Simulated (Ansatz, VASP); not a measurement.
SiO2: VASP beside Ansatz

The input INCAR:

```
PREC = Accurate
ENCUT = 520
EDIFF = 1E-7
ISMEAR = -1
SIGMA = 0.05
LREAL = False
LASPH = True
NELM = 80
ALGO = Normal
ISIF = 2
LWAVE = False
LCHARG = False
GGA = PE
NBANDS = 34
```

File KPOINTS:

```
Automatic mesh
0
Gamma
  6 6 5
```

The input POSCAR:

```
SiO2
1.0
    5.1603509938      0.0000000000      0.0000000000
   -2.5801754968      4.4689950530      0.0000000000
    0.0000000000      0.0000000000      5.6491662803
Si O
3 6
Direct
    0.5000000000      0.0000000000      0.0000000000
    0.5000000000      0.5000000000      0.3333333333
    0.0000000000      0.5000000000      0.6666666667
    0.4172565700      0.2086282850      0.1666666667
    0.7913717150      0.2086282850      0.8333333333
    0.2086282850      0.4172565700      0.5000000000
    0.5827434300      0.7913717150      0.1666666667
    0.2086282850      0.7913717150      0.8333333333
    0.7913717150      0.5827434300      0.5000000000
```

Contents of input.yaml:

```yaml
crystal:
  lattice:
    - [5.1603509938, 0.0, 0.0]
    - [-2.5801754968, 4.468995053, 0.0]
    - [0.0, 0.0, 5.6491662803]
  atoms:
    - { symbol: Si, position: [0.5, 0.0, 0.0] }
    - { symbol: Si, position: [0.5, 0.5, 0.3333333333] }
    - { symbol: Si, position: [0.0, 0.5, 0.6666666667] }
    - { symbol: O, position: [0.41725657, 0.208628285, 0.1666666667] }
    - { symbol: O, position: [0.791371715, 0.208628285, 0.8333333333] }
    - { symbol: O, position: [0.208628285, 0.41725657, 0.5] }
    - { symbol: O, position: [0.58274343, 0.791371715, 0.1666666667] }
    - { symbol: O, position: [0.208628285, 0.791371715, 0.8333333333] }
    - { symbol: O, position: [0.791371715, 0.58274343, 0.5] }
hamiltonian:
  xc: pbe
  pseudopotentials: { kind: paw }
kpoints:
  mp_grid: { grid: [6, 6, 5] }
scf:
  occupations: { method: fermi_dirac, width: 0.05 }
output:
  forces: true
  stress: true
  eigenvalues: true
```

Alike in both runs: task single point; functional PBE; k mesh 6 × 6 × 5; occupations fermi-dirac, width 0.05 eV; no spin polarisation.

```csv
,VASP,Ansatz
version,VASP 6.6.1,Ansatz 0.2.0
potentials or method,"VASP PAW PBE potentials, release 64 (Si, O)",Ansatz PAW
plane-wave cutoff (eV),520,420
valence electrons in the cell,48,48
```

Ansatz gave:

```
gap on the k mesh at the Fermi level (eV)                     : 5.32
least direct gap on the mesh (eV)                             : 5.50
pressure (GPa)                                                : -5.1
traceless stress, the component that is largest in VASP (GPa) : -0.10
rms of the force components (eV/Å)                            : 0.081
```

Question: Which values does VASP return?

Answer: gap on the k mesh at the Fermi level (eV): 5.32; least direct gap on the mesh (eV): 5.50; pressure (GPa): -5.0; traceless stress, the component that is largest in VASP (GPa): -0.07; rms of the force components (eV/Å): 0.087.

Atom by atom the forces differ by 0.006 eV/Å (rms over components). The functional is the same, so the differences come from potentials, cutoffs and numerics.

Noted on Ansatz's run: odd divisions of the mesh miss points on the zone boundary, where band edges often lie, so the gap on the mesh can be too wide.
